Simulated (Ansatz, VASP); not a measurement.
Ga in VASP and in Ansatz

File INCAR:

```
SYSTEM = Ga
PREC = Accurate ; ENCUT = 500
EDIFF = 1E-6 ; ISMEAR = -1
SIGMA = 0.08 ; LREAL = .False.
LASPH = .True. ; NELM = 200
ALGO = Normal ; ISIF = 2
LWAVE = .False. ; LCHARG = .False.
ISPIN = 2 ; MAGMOM = 0.2 0.2
LORBIT = 11 ; GGA = PS
NBANDS = 24 ; GGA_COMPAT = .False.
```

File KPOINTS:

```
Automatic mesh
0
Gamma
  13 13 13
  0 0 0
```

Contents of POSCAR:

```
Ga
1.0
    0.0000000000      2.8802959968      2.8802959968
    2.8802959968      0.0000000000      2.8802959968
    2.8802959968      2.8802959968      0.0000000000
Ga
2
Direct
   -0.1250000000     -0.1250000000     -0.1250000000
    0.1250000000      0.1250000000      0.1250000000
```

Input for Ansatz:

```yaml
crystal:
  lattice:
    - [0.0, 2.8802959968, 2.8802959968]
    - [2.8802959968, 0.0, 2.8802959968]
    - [2.8802959968, 2.8802959968, 0.0]
  atoms:
    - { symbol: Ga, position: [-0.125, -0.125, -0.125], spin: 0.2 }
    - { symbol: Ga, position: [0.125, 0.125, 0.125], spin: 0.2 }
kpoints:
  mp_grid: { grid: [13, 13, 13] }
scf:
  occupations: { method: fermi_dirac, width: 0.08 }
  mixing: { preconditioner: none }
hamiltonian:
  xc: pbesol
  pseudopotentials: { kind: all_electron, datasets: crystal }
output:
  forces: true
  stress: true
  eigenvalues: true
magnetization:
  spin_polarized: true
```

Alike in both runs: task single point; functional PBEsol; k mesh 13 × 13 × 13; occupations fermi-dirac, width 0.08 eV; collinear spin.

```csv
,VASP,Ansatz
version,VASP 6.6.1,Ansatz 0.2.0
potentials or method,"VASP PAW PBE potentials, release 64 (Ga_d), cutoff 500 eV","all-electron PAW with datasets made for the crystal, scalar-relativistic"
```

```csv
,VASP,Ansatz,Ansatz less VASP
gap on the k mesh at the Fermi level (eV),none,none,-
pressure (GPa),0.0,0.0,-0.03
net moment per atom (μB),0.00,0.00,0.000
```

VASP's potentials were made for PBE, not for PBEsol. A gap of «none» marks a metal or a gap that the smearing closes. Ansatz ran all-electron here, and VASP with PAW potentials. Ansatz's warnings: seeded moment not kept.
